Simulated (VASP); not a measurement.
# KF (Pm-3m) in VASP: further runs

The runs below take KF through single point, with PBE, LDA, r2SCAN.

Program: VASP 6.6.1. These are calculated values, not measurements. Logs are shortened: lines on timing, memory, paths and dates and some standing lists are left out, and cuts for length are marked.

### 1 The cell of the first run

The structure is cubic, space group Pm-3m (No. 221). Conventional cell: a = 3.179 Å, b = 3.179 Å, c = 3.179 Å, α = 90.00°, β = 90.00°, γ = 90.00°. Within 3.6 Å of K (site symmetry m-3m) lie 8 F at 2.75 Å and 6 K at 3.18 Å. F (site symmetry m-3m) has 8 K at 2.75 Å and 6 F at 3.18 Å within 3.6 Å.

### 2 Single point, PBE

Contents of INCAR:

```
  ALGO = Normal
  EDIFF = 1E-7
  ENCUT = 520
  GGA = PE
  ISIF = 2
  ISMEAR = 0
  LASPH = True
  LCHARG = False
  LREAL = False
  LWAVE = False
  NBANDS = 15
  NELM = 60
  PREC = Accurate
  SIGMA = 0.01
```

Contents of KPOINTS:

```
k-points
0
Gamma
  6 6 6
```

Contents of POSCAR:

```
KF
1.0
    3.1788706815      0.0000000000      0.0000000000
    0.0000000000      3.1788706815      0.0000000000
    0.0000000000      0.0000000000      3.1788706815
K F
1 1
Direct
    0.0000000000      0.0000000000      0.0000000000
    0.5000000000      0.5000000000      0.5000000000
```

Potentials or basis: VASP PAW PBE potentials, release 64 (K_sv, F).

Command:

```console
$ cat potpaw_PBE.64/K_sv/POTCAR potpaw_PBE.64/F/POTCAR > POTCAR
$ mpirun -np 1 vasp_std > vasp.out
```

OUTCAR:

```text
EDIFF = 1E-7
   ENCUT = 520
   GGA = PE
   ISIF = 2
   ISMEAR = 0
   LASPH = True
   LREAL = False
   NELM = 60
   PREC = Accurate

 ion  position               nearest neighbor table
   1  0.000  0.000  0.000-   2 2.75   2 2.75   2 2.75   2 2.75   2 2.75   2 2.75   2 2.75   2 2.75

   2  0.500  0.500  0.500-   1 2.75   1 2.75   1 2.75   1 2.75   1 2.75   1 2.75   1 2.75   1 2.75

  LATTYP: Found a simple cubic cell.
 ALAT       =     3.1788706815

  Lattice vectors:

 A1 = (   3.1788706815,   0.0000000000,   0.0000000000)
 A2 = (   0.0000000000,   3.1788706815,   0.0000000000)
 A3 = (   0.0000000000,   0.0000000000,   3.1788706815)

Analysis of symmetry for initial positions (statically):
=====================================================================
 Subroutine PRICEL returns:
 Original cell was already a primitive cell.

 Routine SETGRP: Setting up the symmetry group for a
 simple cubic supercell.

 Subroutine GETGRP returns: Found 48 space group operations
 (whereof 48 operations were pure point group operations)
 out of a pool of 48 trial point group operations.

The static configuration has the point symmetry O_h .

Analysis of symmetry for dynamics (positions and initial velocities):
=====================================================================
 Subroutine PRICEL returns:
 Original cell was already a primitive cell.

 Routine SETGRP: Setting up the symmetry group for a
 simple cubic supercell.

 Subroutine GETGRP returns: Found 48 space group operations
 (whereof 48 operations were pure point group operations)
 out of a pool of 48 trial point group operations.

The dynamic configuration has the point symmetry O_h .

 Subroutine INISYM returns: Found 48 space group operations
 (whereof 48 operations are pure point group operations),
 and found     1 'primitive' translations

----------------------------------------------------------------------------------------

                                     Primitive cell

  volume of cell :      32.1232

  direct lattice vectors                    reciprocal lattice vectors
     3.178870681  0.000000000  0.000000000     0.314577125  0.000000000  0.000000000
     0.000000000  3.178870681  0.000000000     0.000000000  0.314577125  0.000000000
     0.000000000  0.000000000  3.178870681     0.000000000  0.000000000  0.314577125

  length of vectors
     3.178870681  3.178870681  3.178870681     0.314577125  0.314577125  0.314577125

  position of ions in fractional coordinates (direct lattice)
     0.000000000  0.000000000  0.000000000
     0.500000000  0.500000000  0.500000000

  ion indices of the primitive-cell ions
   primitive index   ion index
                 1           1
                 2           2

----------------------------------------------------------------------------------------

 KPOINTS: k-points

Automatic generation of k-mesh.
 Grid dimensions read from file:
 generate k-points for:    6    6    6

 Generating k-lattice:

  Cartesian coordinates                     Fractional coordinates (reciprocal lattice)
     0.052429521  0.000000000  0.000000000     0.166666667  0.000000000  0.000000000
     0.000000000  0.052429521  0.000000000     0.000000000  0.166666667  0.000000000
     0.000000000  0.000000000  0.052429521     0.000000000  0.000000000  0.166666667

  Length of vectors
     0.052429521  0.052429521  0.052429521

  Shift w.r.t. Gamma in fractional coordinates (k-lattice)
     0.000000000  0.000000000  0.000000000

 Subroutine IBZKPT returns following result:
 ===========================================

 Found     20 irreducible k-points:

 Following reciprocal coordinates:
            Coordinates               Weight
  0.000000  0.000000  0.000000      1.000000
  0.166667  0.000000  0.000000      6.000000
  0.333333  0.000000  0.000000      6.000000
  0.500000  0.000000  0.000000      3.000000
  0.166667  0.166667  0.000000     12.000000
  0.333333  0.166667  0.000000     24.000000
[... 12 lines left out ...]
  0.500000  0.500000  0.333333      6.000000
  0.500000  0.500000  0.500000      1.000000
   k-points           NKPTS =     20   k-points in BZ     NKDIM =     20   number of bands    NBANDS=     15
   number of dos      NEDOS =    301   number of ions     NIONS =      2
   total plane-waves  NPLWV =  13824
   dimension x,y,z NGX =    24 NGY =   24 NGZ =   24
   dimension x,y,z NGXF=    48 NGYF=   48 NGZF=   48
   ions per type =               1   1
   NGX,Y,Z   is equivalent  to a cutoff of  12.55, 12.55, 12.55 a.u.
   NGXF,Y,Z  is equivalent  to a cutoff of  25.10, 25.10, 25.10 a.u.
 SYSTEM =  unknown system
   PREC   = accura    normal or accurate (medium, high low for compatibility)
   ISTART =      0    job   : 0-new  1-cont  2-samecut
   ICHARG =      2    charge: 1-file 2-atom 10-const
   ISPIN  =      1    spin polarized calculation?
   LNONCOLLINEAR =      F non collinear calculations
   LSORBIT =      F    spin-orbit coupling
   LASPH  =      T    aspherical Exc in radial PAW
   ENCUT  =  520.0 eV  38.22 Ry    6.18 a.u.   5.91  5.91  5.91*2*pi/ulx,y,z
   NELM   =     60;   NELMIN=  2; NELMDL= -5     # of ELM steps
   EDIFF  = 0.1E-06   stopping-criterion for ELM
   LREAL  =      F    real-space projection
   EDIFFG = 0.1E-05   stopping-criterion for IOM
   NSW    =      0    number of steps for IOM
   IBRION =     -1    ionic relax: 0-MD 1-quasi-New 2-CG
   NFREE  =      0    steps in history (QN), initial steepest desc. (CG)
   ISIF   =      2    stress and relaxation
   ISYM   =      2    0-nonsym 1-usesym 2-fastsym
   POTIM  = 0.5000    time-step for ionic-motion
   TEBEG  =    0.0;   TEEND  =   0.0 temperature during run
   PSTRESS=    0.0 pullay stress
   NELECT =      16.0000    total number of electrons
   NUPDOWN=      -1.0000    fix difference up-down
   EMIN   =  10.00;   EMAX   =-10.00  energy-range for DOS
   EFERMI =   0.00;   METHOD = LEGACY
   ISMEAR =     0;   SIGMA  =   0.01  broadening in eV -4-tet -1-fermi 0-gaus
   EFERMI_NEDOS =   21; number of points for ismear=-14 and -15
   IALGO  =     38    algorithm
   IMIX   =      4    mixing-type and parameters
     AMIX     =   0.40;   BMIX     =  1.00
     AMIX_MAG =   1.60;   BMIX_MAG =  1.00
  volume/ion in A,a.u.               =      16.06       108.39
  Fermi-wavevector in a.u.,A,eV,Ry     =   1.297703  2.452303 22.912660  1.684033
  Thomas-Fermi vector in A             =   2.429078
   LORBIT       =      0    0 simple, 1 ext, 2 COOP (PROOUT), +10 PAW based schemes
   GGA     = PE    functional components
   LHFCALC =     F    Hartree Fock is set to
   AEXX    =    0.0000 exact exchange contribution
   IVDW    =     0    specifies the selected vdW correction
   LEPSILON=     F    determine dielectric tensor
   LRPA    =     F    only Hartree local field effects (RPA)
 non-spin polarized calculation
 Gauss-broadening in eV      SIGMA  =   0.01
  energy-cutoff  :      520.00
  volume of cell :       32.12
 maximum number of plane-waves:       912
 NGX is ok and might be reduce to    24
   NGX = 11   NGY = 11   NGZ = 11

 number of electron      15.9999985 magnetization

 Free energy of the ion-electron system (eV)
  ---------------------------------------------------
  ext. energy  EPLUGINS =         0.00000000
  ---------------------------------------------------
  free energy    TOTEN  =        -8.06831899 eV

  energy without entropy =       -8.06831899  energy(sigma->0) =       -8.06831899

 E-fermi :  -1.6520     XC(G=0):  -9.3917

 val. band max:       -1.7924675140   @ k =   0.5000   0.5000   0.0000
 cond. band min:       5.0041566188   @ k =   0.0000   0.0000   0.0000
 fundamental gap:      6.7966241328
 Fermi energy:        -1.6519870117

 k-point     1 :       0.0000    0.0000    0.0000
  band No.  band energies     occupation
      1     -28.6514      2.00000
      2     -20.7571      2.00000
      3     -11.5832      2.00000
      4     -11.5832      2.00000
      5     -11.5832      2.00000
      6      -1.8300      2.00000
      7      -1.8300      2.00000
      8      -1.8300      2.00000
      9       5.0042      0.00000
     10       6.5819      0.00000
     11       6.5819      0.00000
     12      12.4923      0.00000
     13      12.4923      0.00000
     14      12.4923      0.00000
     15      20.2384      0.00000

 k-point     2 :       0.1667    0.0000    0.0000
  band No.  band energies     occupation
      1     -28.6104      2.00000
      2     -20.7704      2.00000
      3     -11.7940      2.00000
      4     -11.5489      2.00000
      5     -11.5489      2.00000
      6      -2.2025      2.00000
      7      -1.8655      2.00000
      8      -1.8655      2.00000
      9       5.7496      0.00000
     10       6.8044      0.00000
     11       7.2739      0.00000
     12      12.0396      0.00000
     13      12.0396      0.00000
     14      12.5815      0.00000
     15      18.4250      0.00000

 k-point     3 :       0.3333    0.0000    0.0000
  band No.  band energies     occupation
      1     -28.5266      2.00000
      2     -20.8006      2.00000
      3     -12.1839      2.00000
      4     -11.4790      2.00000
      5     -11.4790      2.00000
      6      -2.8391      2.00000
      7      -1.9401      2.00000
      8      -1.9401      2.00000
      9       7.2476      0.00000
     10       7.3263      0.00000
     11       8.8755      0.00000
     12      11.3160      0.00000
     13      11.3160      0.00000
     14      12.7687      0.00000
     15      16.4273      0.00000

 k-point     4 :       0.5000    0.0000    0.0000
  band No.  band energies     occupation
      1     -28.4837      2.00000
      2     -20.8175      2.00000
      3     -12.3648      2.00000
      4     -11.4434      2.00000
      5     -11.4434      2.00000
      6      -3.1203      2.00000
      7      -1.9792      2.00000
      8      -1.9792      2.00000
      9       7.6439      0.00000
     10       8.0609      0.00000
     11       9.8302      0.00000
     12      11.0153      0.00000
     13      11.0153      0.00000
     14      12.8673      0.00000
     15      15.4287      0.00000
[... 235 lines left out ...]
 k-point    18 :       0.5000    0.3333    0.3333
  band No.  band energies     occupation
      1     -28.2894      2.00000
      2     -20.6215      2.00000
      3     -12.3652      2.00000
      4     -12.1355      2.00000
      5     -12.0696      2.00000
      6      -2.7525      2.00000
      7      -2.7253      2.00000
      8      -2.4760      2.00000
      9       8.4073      0.00000
     10       9.2160      0.00000
     11       9.5171      0.00000
     12      10.8671      0.00000
     13      11.2757      0.00000
     14      13.9393      0.00000
     15      15.3930      0.00000

 k-point    19 :       0.5000    0.5000    0.3333
  band No.  band energies     occupation
      1     -28.2573      2.00000
      2     -20.5935      2.00000
      3     -12.3282      2.00000
      4     -12.3282      2.00000
      5     -12.0457      2.00000
      6      -2.8226      2.00000
      7      -2.8226      2.00000
      8      -2.7002      2.00000
      9       8.4633      0.00000
     10       9.2320      0.00000
     11       9.2320      0.00000
     12      11.0339      0.00000
     13      14.1588      0.00000
     14      14.1588      0.00000
     15      14.2910      0.00000

 k-point    20 :       0.5000    0.5000    0.5000
  band No.  band energies     occupation
      1     -28.2259      2.00000
      2     -20.5700      2.00000
      3     -12.2628      2.00000
      4     -12.2628      2.00000
      5     -12.2628      2.00000
      6      -2.9611      2.00000
      7      -2.9611      2.00000
      8      -2.9611      2.00000
      9       8.9893      0.00000
     10       8.9893      0.00000
     11       8.9893      0.00000
     12      14.2779      0.00000
     13      14.2779      0.00000
     14      14.2779      0.00000
     15      14.3344      0.00000

------------------------ aborting loop because EDIFF is reached ----------------------------------------

  FORCE on cell =-STRESS in cart. coord.  units (eV):
  Direction    XX          YY          ZZ          XY          YZ          ZX
  --------------------------------------------------------------------------------------
  -------------------------------------------------------------------------------------
  Total        0.6002530      0.6002530      0.6002530     -0.0000000      0.0000000     -0.0000000
  in kB       29.9382456     29.9382456     29.9382456     -0.0000000      0.0000000     -0.0000000
  external PRESSURE =      29.9382456 kB  Pullay stress =       0.0000000 kB

 VOLUME and BASIS-vectors are now :
 -----------------------------------------------------------------------------
  energy-cutoff  :      520.00
  volume of cell :       32.12
      direct lattice vectors                 reciprocal lattice vectors
     3.178870681  0.000000000  0.000000000     0.314577125  0.000000000  0.000000000
     0.000000000  3.178870681  0.000000000     0.000000000  0.314577125  0.000000000
     0.000000000  0.000000000  3.178870681     0.000000000  0.000000000  0.314577125

 POSITION                                       TOTAL-FORCE (eV/Angst)
 -----------------------------------------------------------------------------------
      0.00000      0.00000      0.00000         0.000000      0.000000      0.000000
      1.58944      1.58944      1.58944         0.000000      0.000000      0.000000
 -----------------------------------------------------------------------------------
    total drift:                                0.000000      0.000000     -0.000000

  FREE ENERGIE OF THE ION-ELECTRON SYSTEM (eV)
  ---------------------------------------------------
  free  energy   TOTEN  =        -8.0683189900 eV

  energy  without entropy=       -8.0683189900  energy(sigma->0) =       -8.06831899
```

Run time: 9.6 s. Hardware: 1 thread of AMD EPYC 7R13 (Zen 3), shared host; peak memory 0.11 GiB.

What came out:

| Item | Value |
| --- | --- |
| Free energy | -8.0683 eV |
| Pressure | 3.0 GPa |
| Band gap on the k mesh | 6.80 eV, indirect (least direct gap 6.83 eV) |

Levels at points of the mesh, in eV from the valence-band top:
| k point | band 6 | band 7 | band 8 | band 9 | band 10 | band 11 |
| --- | --- | --- | --- | --- | --- | --- |
| (0.00, 0.00, 0.00) | -0.04 | -0.04 | -0.04 | 6.80 | 8.37 | 8.37 |
| (0.50, 0.00, 0.00) | -1.33 | -0.19 | -0.19 | 9.44 | 9.85 | 11.62 |
| (0.50, 0.50, 0.00) | -0.63 | -0.63 | 0.00 | 8.67 | 9.24 | 12.17 |
| (0.50, 0.50, 0.50) | -1.17 | -1.17 | -1.17 | 10.78 | 10.78 | 10.78 |

A k mesh can miss the band edges.

### 3 Single point, LDA

Contents of INCAR:

```
SYSTEM = KF
PREC = Accurate
ENCUT = 520
EDIFF = 1E-6
ISMEAR = 0
SIGMA = 0.01
LREAL = .False.
LASPH = .True.
NELM = 60
ALGO = Normal
ISIF = 2
LWAVE = .False.
LCHARG = .False.
GGA = CA
NBANDS = 15
```

Contents of KPOINTS:

```
regular mesh
0
Gamma
  8 8 8
  0 0 0
```

POSCAR is that of step 2.

Potentials or basis: VASP PAW LDA potentials, release 64 (K_sv, F).

Command:

```console
$ cat potpaw_LDA.64/K_sv/POTCAR potpaw_LDA.64/F/POTCAR > POTCAR
$ mpirun -np 1 vasp_std > vasp.out
```

Run time: 11 s. Hardware: 1 thread of AMD EPYC 7R13 (Zen 3), shared host; peak memory 0.1 GiB.

It converged, with:

```
Free energy            : -8.9393 eV
Pressure               : -3.6 GPa
Band gap on the k mesh : 6.45 eV, indirect (least direct gap 6.48 eV)
```

Levels at points of the mesh, in eV from the valence-band top:
```tsv
k point	band 5	band 6	band 7	band 8	band 9	band 10	band 11	band 12
(0.00, 0.00, 0.00)	-9.50	-0.03	-0.03	-0.03	6.45	8.15	8.15	14.31
(0.50, 0.00, 0.00)	-9.35	-1.39	-0.20	-0.20	9.27	9.60	11.30	12.75
(0.50, 0.50, 0.00)	-9.24	-0.64	-0.64	0.00	8.45	8.99	12.08	12.08
(0.50, 0.50, 0.50)	-10.22	-1.22	-1.22	-1.22	10.63	10.63	10.63	15.66
```

A k mesh can miss the band edges. Expect the measured gap to be larger: semilocal functionals such as LDA lack the derivative discontinuity.

### 4 Single point, r2SCAN

POSCAR is that of step 3.

Contents of INCAR.step1:

```
SYSTEM = KF
PREC     = Accurate       ! precision mode
ENCUT    = 520            ! plane-wave cutoff, eV
ISMEAR   = 0              ! smearing method
SIGMA    = 0.01           ! smearing width, eV
LREAL    = .False.        ! projectors in reciprocal space
LASPH    = .True.         ! aspherical terms in the spheres
NELM     = 100            ! most SCF steps
NBANDS   = 15             ! bands
GGA      = PE             ! functional
ALGO     = Normal         ! electronic algorithm
EDIFF    = 1E-4           ! SCF threshold, eV
LWAVE    = .True.         ! write WAVECAR
LCHARG   = .False.        ! write CHGCAR
```

Contents of INCAR.step2:

```
SYSTEM = KF
PREC     = Accurate       ! precision mode
ENCUT    = 520            ! plane-wave cutoff, eV
EDIFF    = 1E-7           ! SCF threshold, eV
ISMEAR   = 0              ! smearing method
SIGMA    = 0.01           ! smearing width, eV
LREAL    = .False.        ! projectors in reciprocal space
LASPH    = .True.         ! aspherical terms in the spheres
NELM     = 100            ! most SCF steps
ALGO     = Normal         ! electronic algorithm
ISIF     = 2              ! what is computed and relaxed
LWAVE    = .False.        ! write WAVECAR
LCHARG   = .True.         ! write CHGCAR
METAGGA  = R2SCAN         ! meta-GGA
LMIXTAU  = .True.       
LELF     = .True.         ! ELF
LVHAR    = .True.       
NBANDS   = 15             ! bands
ISTART   = 1
```

Contents of KPOINTS:

```
regular mesh
0
Gamma
  6 6 6
  0 0 0
```

Potentials or basis: VASP PAW PBE potentials, release 64 (K_sv, F).

Command:

```console
$ cat potpaw_PBE.64/K_sv/POTCAR potpaw_PBE.64/F/POTCAR > POTCAR
$ cp INCAR.step1 INCAR
$ mpirun -np 1 vasp_std > vasp.out
$ cp INCAR.step2 INCAR
$ mpirun -np 1 vasp_std > vasp.out
```

Run time: 37 s. Hardware: 1 thread of AMD EPYC 7R13 (Zen 3), shared host; peak memory 0.12 GiB.

The run converged. Its results:

| Property | Result |
| --- | --- |
| Free energy | -14.8597 eV |
| Pressure | 0.0 GPa |
| Band gap on the k mesh | 7.73 eV, indirect (least direct gap 7.76 eV) |

Levels at points of the mesh, in eV from the valence-band top:
| k point | band 4 | band 5 | band 6 | band 7 | band 8 | band 9 | band 10 | band 11 | band 12 | band 13 |
| --- | --- | --- | --- | --- | --- | --- | --- | --- | --- | --- |
| (0.00, 0.00, 0.00) | -10.03 | -10.03 | -0.03 | -0.03 | -0.03 | 7.73 | 9.10 | 9.10 | 15.23 | 15.23 |
| (0.50, 0.00, 0.00) | -9.89 | -9.89 | -1.29 | -0.18 | -0.18 | 10.18 | 10.73 | 12.64 | 13.72 | 13.72 |
| (0.50, 0.50, 0.00) | -10.96 | -9.80 | -0.62 | -0.62 | 0.00 | 9.48 | 10.06 | 13.06 | 13.06 | 16.29 |
| (0.50, 0.50, 0.50) | -10.71 | -10.71 | -1.15 | -1.15 | -1.15 | 11.63 | 11.63 | 11.63 | 17.04 | 17.04 |

Caveat: the PAW data sets were made with another functional, which shifts forces and pressure a little. A k mesh can miss the band edges.

### 5 Overview

| level | potentials or basis | k mesh | gap on the mesh (eV) | pressure (GPa) |
| --- | --- | --- | --- | --- |
| PBE | VASP PAW PBE potentials, release 64 (K_sv, F) | 6 × 6 × 6 | 6.80 | 3.0 |
| LDA | VASP PAW LDA potentials, release 64 (K_sv, F) | 8 × 8 × 8 | 6.45 | -3.6 |
| r2SCAN | VASP PAW PBE potentials, release 64 (K_sv, F) | 6 × 6 × 6 | 7.73 | 0.0 |

Alike in all rows: task single point; no spin polarisation; cell as given; cutoff (eV) 520; smearing gaussian 0.01 eV.

Caveats: the PAW data sets were made with another functional, which shifts forces and pressure a little (some runs).

Absolute energies hang on the potentials; compare differences alone.
